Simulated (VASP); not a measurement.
A run of VASP 6.6.1 is set up as follows.

Contents of INCAR:

```
SYSTEM = BP
ALGO = Normal ; EDIFF = 1E-6
EDIFFG = -0.002 ; ENCUT = 600
GGA = PS ; IBRION = 2
ISIF = 3 ; ISMEAR = 0
LASPH = .True. ; LCHARG = .False.
LREAL = .False. ; LWAVE = .False.
NELM = 100 ; NSW = 100
PREC = Accurate ; PSTRESS = 40.0
SIGMA = 0.01
```

KPOINTS

```
k-points
0
Gamma
  8 8 8
  0 0 0
```

The input POSCAR:

```
BP
1.0
    2.2600718588      2.2600718588      0.0000000000
   -2.2600718588      2.2600718588      0.0000000000
    0.0000000000      2.2600718588      2.2600718588
B P
1 1
Direct
    0.0000000000      0.0000000000      0.0000000000
    0.7500000000      0.2500000000      0.5000000000
```

Potentials or basis: VASP PAW PBE potentials, release 64 (B, P).

Command:

```console
$ cat potpaw_PBE.64/B/POTCAR potpaw_PBE.64/P/POTCAR > POTCAR
$ mpirun -np 1 vasp_std > vasp.out
```

Q: Estimate the relaxed volume.

A: 11.29 Å³/atom.

Q: What does it give for the space group after relaxing (to 0.05 Å)?

A: F-43m (No. 216).

Q: Estimate the relaxed cell.

A: a = 3.173 Å, b = 3.173 Å, c = 3.173 Å, α = 60.00°, β = 60.00°, γ = 90.00°.

Final structure:
```
B P
1.0
     2.24366    2.24366    0.00000
    -2.24366    2.24366    0.00000
     0.00000    2.24366    2.24366
B P
1 1
Direct
  0.00000 0.00000 0.00000
  0.75000 0.25000 0.50000
```

Caveat: the cell is relaxed towards a set pressure, so the enthalpy falls and the energy may rise; the PAW data sets were made with another functional, which shifts forces and pressure a little.
